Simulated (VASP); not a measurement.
# SnTe (Pm-3m) in VASP: single point with PBE

Aim: the single point of SnTe with PBE.

All numbers are computed with VASP 6.6.1; they aren't measurements. Logs are shortened: lines on timing, memory, paths and dates and some standing lists are left out, and cuts for length are marked.

## 1. The cell of the first run

The structure is cubic, space group Pm-3m (No. 221). Conventional cell: a = 3.887 Å, b = 3.887 Å, c = 3.887 Å, α = 90.00°, β = 90.00°, γ = 90.00°. Within 4.4 Å of Sn (site symmetry m-3m) lie 8 Te at 3.37 Å and 6 Sn at 3.89 Å. Within 4.4 Å of Te (site symmetry m-3m) lie 8 Sn at 3.37 Å and 6 Te at 3.89 Å.

## 2. Single point, PBE

Contents of POSCAR:

```
SnTe
1.0
    3.8871268628      0.0000000000      0.0000000000
    0.0000000000      3.8871268628      0.0000000000
    0.0000000000      0.0000000000      3.8871268628
Sn Te
1 1
Direct
    0.0000000000      0.0000000000      0.0000000000
    0.5000000000      0.5000000000      0.5000000000
```

Contents of INCAR.step1:

```
SYSTEM = SnTe
  PREC = Accurate
  ENCUT = 520
  EDIFF = 1E-6
  ISMEAR = 0
  SIGMA = 0.1
  LREAL = .FALSE.
  LASPH = .TRUE.
  NELM = 100
  ALGO = Normal
  ISIF = 2
  LWAVE = .FALSE.
  LCHARG = .TRUE.
  GGA = PE
  NBANDS = 17
```

Contents of KPOINTS.step1:

```
regular mesh
0
G
  14 14 14
  0 0 0
```

Contents of INCAR.step2:

```
SYSTEM = SnTe
  PREC = Accurate
  ENCUT = 520
  EDIFF = 1E-6
  ISMEAR = -5
  SIGMA = 0.1
  LREAL = .FALSE.
  LASPH = .TRUE.
  NELM = 100
  ALGO = Normal
  ISIF = 2
  LWAVE = .FALSE.
  LCHARG = .FALSE.
  GGA = PE
  LORBIT = 10
  NEDOS = 2001
  ICHARG = 11
```

Contents of KPOINTS.step2:

```
regular mesh
0
G
  21 21 21
  0 0 0
```

Potentials or basis: VASP PAW PBE potentials, release 64 (Sn_d, Te).

Run with:

```
$ cat potpaw_PBE.64/Sn_d/POTCAR potpaw_PBE.64/Te/POTCAR > POTCAR
$ cp INCAR.step1 INCAR
$ cp KPOINTS.step1 KPOINTS
$ mpirun -np 1 vasp_std > vasp.out
$ cp INCAR.step2 INCAR
$ cp KPOINTS.step2 KPOINTS
$ mpirun -np 1 vasp_std > vasp.out
```

OUTCAR:

```text
SYSTEM = SnTe
   PREC = Accurate
   ENCUT = 520
   EDIFF = 1E-6
   ISMEAR = -5
   LREAL = .FALSE.
   LASPH = .TRUE.
   NELM = 100
   ISIF = 2
   GGA = PE
   LORBIT = 10
   ICHARG = 11

 ion  position               nearest neighbor table
   1  0.000  0.000  0.000-   2 3.37   2 3.37   2 3.37   2 3.37   2 3.37   2 3.37   2 3.37   2 3.37

   2  0.500  0.500  0.500-   1 3.37   1 3.37   1 3.37   1 3.37   1 3.37   1 3.37   1 3.37   1 3.37

  LATTYP: Found a simple cubic cell.
 ALAT       =     3.8871268628

  Lattice vectors:

 A1 = (   3.8871268628,   0.0000000000,   0.0000000000)
 A2 = (   0.0000000000,   3.8871268628,   0.0000000000)
 A3 = (   0.0000000000,   0.0000000000,   3.8871268628)

Analysis of symmetry for initial positions (statically):
=====================================================================
 Subroutine PRICEL returns:
 Original cell was already a primitive cell.

 Routine SETGRP: Setting up the symmetry group for a
 simple cubic supercell.

 Subroutine GETGRP returns: Found 48 space group operations
 (whereof 48 operations were pure point group operations)
 out of a pool of 48 trial point group operations.

The static configuration has the point symmetry O_h .

Analysis of symmetry for dynamics (positions and initial velocities):
=====================================================================
 Subroutine PRICEL returns:
 Original cell was already a primitive cell.

 Routine SETGRP: Setting up the symmetry group for a
 simple cubic supercell.

 Subroutine GETGRP returns: Found 48 space group operations
 (whereof 48 operations were pure point group operations)
 out of a pool of 48 trial point group operations.

The dynamic configuration has the point symmetry O_h .

 Subroutine INISYM returns: Found 48 space group operations
 (whereof 48 operations are pure point group operations),
 and found     1 'primitive' translations

----------------------------------------------------------------------------------------

                                     Primitive cell

  volume of cell :      58.7335

  direct lattice vectors                    reciprocal lattice vectors
     3.887126863  0.000000000  0.000000000     0.257259419  0.000000000  0.000000000
     0.000000000  3.887126863  0.000000000     0.000000000  0.257259419  0.000000000
     0.000000000  0.000000000  3.887126863     0.000000000  0.000000000  0.257259419

  length of vectors
     3.887126863  3.887126863  3.887126863     0.257259419  0.257259419  0.257259419

  position of ions in fractional coordinates (direct lattice)
     0.000000000  0.000000000  0.000000000
     0.500000000  0.500000000  0.500000000
[... 94 lines left out ...]
   ISMEAR =    -5;   SIGMA  =   0.10  broadening in eV -4-tet -1-fermi 0-gaus
   EFERMI_NEDOS =   21; number of points for ismear=-14 and -15
   IALGO  =     38    algorithm
   IMIX   =      4    mixing-type and parameters
     AMIX     =   0.40;   BMIX     =  1.00
     AMIX_MAG =   1.60;   BMIX_MAG =  1.00
  volume/ion in A,a.u.               =      29.37       198.18
  Fermi-wavevector in a.u.,A,eV,Ry     =   1.143201  2.160338 17.781585  1.306910
  Thomas-Fermi vector in A             =   2.279897
   LORBIT       =     10    0 simple, 1 ext, 2 COOP (PROOUT), +10 PAW based schemes
   GGA     = PE    functional components
   LHFCALC =     F    Hartree Fock is set to
   AEXX    =    0.0000 exact exchange contribution
   IVDW    =     0    specifies the selected vdW correction
   LEPSILON=     F    determine dielectric tensor
   LRPA    =     F    only Hartree local field effects (RPA)
 non-spin polarized calculation
 Fermi weights with tetrahedron method with Bloechl corrections
  energy-cutoff  :      520.00
  volume of cell :       58.73
 maximum number of plane-waves:      1604
 NGX is ok and might be reduce to    30

 number of electron      19.9999984 magnetization

 Free energy of the ion-electron system (eV)
  ---------------------------------------------------
  ext. energy  EPLUGINS =         0.00000000
  ---------------------------------------------------
  free energy    TOTEN  =        -7.08178496 eV

  energy without entropy =       -7.08178496  energy(sigma->0) =       -7.08178496

 E-fermi :   7.1650     XC(G=0):  -9.9380

 val. band max:        7.1856833761   @ k =   0.4286   0.2857   0.0000
 cond. band min:       7.1154608026   @ k =   0.4762   0.2857   0.2381
 fundamental gap:     -0.0702225735
 Fermi energy:         7.1650236970

 k-point     1 :       0.0000    0.0000    0.0000
  band No.  band energies     occupation
      1     -14.4131      2.00000
      2     -14.4131      2.00000
      3     -14.3753      2.00000
      4     -14.3753      2.00000
      5     -14.3753      2.00000
      6      -5.1954      2.00000
      7       1.9337      2.00000
      8       5.4505      2.00000
      9       5.4505      2.00000
     10       5.4505      2.00000
     11      10.7665      0.00000
     12      10.7665      0.00000
     13      12.6457      0.00000
     14      12.6457      0.00000
[... 377 lines left out ...]
      1     -14.4106      2.00000
      2     -14.4013      2.00000
      3     -14.3800      2.00000
      4     -14.3788      2.00000
      5     -14.3760      2.00000
      6      -4.8431      2.00000
      7       0.9756      2.00000
      8       4.7496      2.00000
      9       5.8589      2.00000
     10       6.4529      2.00192
     11      10.1693      0.00000
     12      11.4583      0.00000
     13      11.5696      0.00000
     14      11.9196      0.00000

 [... further k-points ...]
[... 5 lines left out ...]
  --------------------------------------------------------------------------------------
  -------------------------------------------------------------------------------------
  Total        0.0369834      0.0369834      0.0369834      0.0000000      0.0000000     -0.0000000
  in kB        1.0088596      1.0088596      1.0088596      0.0000000      0.0000000     -0.0000000
  external PRESSURE =       1.0088596 kB  Pullay stress =       0.0000000 kB

 VOLUME and BASIS-vectors are now :
 -----------------------------------------------------------------------------
  energy-cutoff  :      520.00
  volume of cell :       58.73
      direct lattice vectors                 reciprocal lattice vectors
     3.887126863  0.000000000  0.000000000     0.257259419  0.000000000  0.000000000
     0.000000000  3.887126863  0.000000000     0.000000000  0.257259419  0.000000000
     0.000000000  0.000000000  3.887126863     0.000000000  0.000000000  0.257259419

 POSITION                                       TOTAL-FORCE (eV/Angst)
 -----------------------------------------------------------------------------------
      0.00000      0.00000      0.00000         0.000000      0.000000      0.000000
      1.94356      1.94356      1.94356         0.000000      0.000000      0.000000
 -----------------------------------------------------------------------------------
    total drift:                                0.000000     -0.000000     -0.000000

  FREE ENERGIE OF THE ION-ELECTRON SYSTEM (eV)
  ---------------------------------------------------
  free  energy   TOTEN  =        -7.0817849616 eV

  energy  without entropy=       -7.0817849616  energy(sigma->0) =       -7.08178496

 total charge

# of ion       s       p       d       tot
------------------------------------------
    1        1.366   0.675   9.973  12.014
    2        1.406   1.903   0.030   3.339
--------------------------------------------------
tot          2.772   2.578  10.003  15.353
```

OSZICAR.step1:

```text
N       E                     dE             d eps       ncg     rms          rms(c)
DAV:   1     0.124074663801E+03    0.12407E+03   -0.95347E+03  4107   0.137E+03
DAV:   2     0.351968769615E+01   -0.12055E+03   -0.11744E+03  4347   0.333E+02
DAV:   3    -0.687751641150E+01   -0.10397E+02   -0.10288E+02  5105   0.862E+01
DAV:   4    -0.716255683514E+01   -0.28504E+00   -0.28370E+00  4898   0.146E+01
DAV:   5    -0.717342313861E+01   -0.10866E-01   -0.10866E-01  5739   0.281E+00    0.461E+00
DAV:   6    -0.708737911269E+01    0.86044E-01   -0.21121E-01  5475   0.303E+00    0.296E+00
DAV:   7    -0.708699055335E+01    0.38856E-03   -0.25909E-02  4840   0.810E-01    0.117E+00
DAV:   8    -0.708681244829E+01    0.17811E-03   -0.20732E-03  4655   0.359E-01    0.153E-01
DAV:   9    -0.708685427572E+01   -0.41827E-04   -0.18777E-04  5751   0.839E-02    0.522E-02
DAV:  10    -0.708686181177E+01   -0.75360E-05   -0.17370E-05  4536   0.236E-02    0.173E-02
DAV:  11    -0.708686297013E+01   -0.11584E-05   -0.13056E-06  4131   0.867E-03    0.319E-03
DAV:  12    -0.708686281203E+01    0.15810E-06   -0.67699E-08  2318   0.212E-03
   1 F= -.70868628E+01 E0= -.70839885E+01  d E =-.574853E-02
```

Wall time 95 s (1 thread of Intel Xeon 6975P-C (Granite Rapids), shared host); peak memory 0.37 GiB.

Results:

```yaml
Valence_electrons_inside_the_program's_atomic_spheres: Sn 12.01; Te 3.34
```

Caveat: spin-orbit coupling is left out, which moves the levels of the heavy elements; tetrahedron occupations give inexact forces and stress in metals.
